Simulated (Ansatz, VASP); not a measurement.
# One calculation of CuI, two programs

The input INCAR:

```
SYSTEM = CuI
PREC = Accurate
ENCUT = 520
EDIFF = 1E-7
ISMEAR = 0
SIGMA = 0.05
LREAL = .FALSE.
LASPH = .TRUE.
NELM = 80
ALGO = Normal
ISIF = 2
LWAVE = .FALSE.
LCHARG = .FALSE.
GGA = PE
NBANDS = 16
```

KPOINTS

```
Automatic mesh
0
G
  8 8 8
  0 0 0
```

File POSCAR:

```
CuI
1.0
    0.0000000000      2.6458815549      2.9849746783
    2.9849746783      0.0000000000      2.9849746783
    2.9849746783      2.6458815549      0.0000000000
Cu I
1 1
Direct
    0.7500000000      0.7500000000      0.7500000000
    0.0000000000      0.0000000000      0.0000000000
```

Input for Ansatz:

```yaml
crystal:
  lattice:
    - [0.0, 2.6458815549, 2.9849746783]
    - [2.9849746783, 0.0, 2.9849746783]
    - [2.9849746783, 2.6458815549, 0.0]
  atoms:
    - { symbol: Cu, position: [0.75, 0.75, 0.75] }
    - { symbol: I, position: [0.0, 0.0, 0.0] }
basis:
  ecutwfc: 520.0
kpoints:
  mp_grid: { grid: [8, 8, 8] }
hamiltonian:
  xc: pbe
scf:
  occupations: { method: gaussian, width: 0.05 }
output:
  forces: true
  stress: true
  eigenvalues: true
```

Alike in both runs: task single point; functional PBE; k mesh 8 × 8 × 8; occupations gaussian, width 0.05 eV; no spin polarisation.

|  | VASP | Ansatz |
| --- | --- | --- |
| version | VASP 6.6.1 | Ansatz 0.2.0 |
| potentials or method | VASP PAW PBE potentials, release 64 (Cu, I), cutoff 520 eV | scalar-relativistic, plane waves, PAW |
| valence electrons in the cell | 18 | 36 |

|  | VASP | Ansatz | Ansatz less VASP |
| --- | --- | --- | --- |
| gap on the k mesh at the Fermi level (eV) | 1.55 | 1.52 | -0.027 |
| least direct gap on the mesh (eV) | 1.55 | 1.52 | -0.027 |
| pressure (GPa) | 10.4 | 10.4 | -0.05 |
| traceless stress, the component that is largest in VASP (GPa) | 0.60 | 0.62 | +0.020 |

VASP's potentials hold 18 valence electrons a cell and Ansatz's 36, so a difference there can come from the potentials and not from the codes.

Neither program's run includes spin-orbit coupling.
